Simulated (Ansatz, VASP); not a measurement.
**Two plane-wave programs on H6Os**

```
CELL_PARAMETERS angstrom
0.00000 2.84560 2.84560
2.84560 0.00000 2.84560
2.84560 2.84560 0.00000
ATOMIC_POSITIONS crystal
H 0.69870 0.30130 0.30130
H 0.30130 0.69870 0.69870
H 0.30130 0.69870 0.30130
H 0.69870 0.30130 0.69870
H 0.30130 0.30130 0.69870
H 0.69870 0.69870 0.30130
Os 0.00000 0.00000 0.00000
```

Change from the starting cell: ordered vacancies on the cation sites of rhenium trioxide (Fm-3m, No. 225).

Alike in both runs: functional PBE; k mesh 6 × 6 × 6; occupations gaussian, width 0.1 eV; no spin polarisation.

Ansatz relaxed the structure, and its values are those at the end. VASP's run is a single point on that final structure, the one shown.

|  | VASP | Ansatz |
| --- | --- | --- |
| version | VASP 6.6.1 | Ansatz 0.2.0 |
| potentials or method | VASP PAW PBE potentials, release 64 (H, Os), cutoff 520 eV | scalar-relativistic, plane waves, PAW |
| valence electrons in the cell | 14 | 22 |

Ansatz gave:

* gap on the k mesh at the Fermi level (eV): none
* pressure (GPa): 0.2
* rms of the force components (eV/Å): 0.011

Problem. Which values does VASP return?

Solution. gap on the k mesh at the Fermi level (eV): none; pressure (GPa): 0.5; rms of the force components (eV/Å): 0.037.

A gap of «none» marks a metal or a gap that the smearing closes. VASP's potentials hold 14 valence electrons a cell and Ansatz's 22, so a difference there can come from the potentials and not from the codes.

Spin-orbit coupling is off throughout.
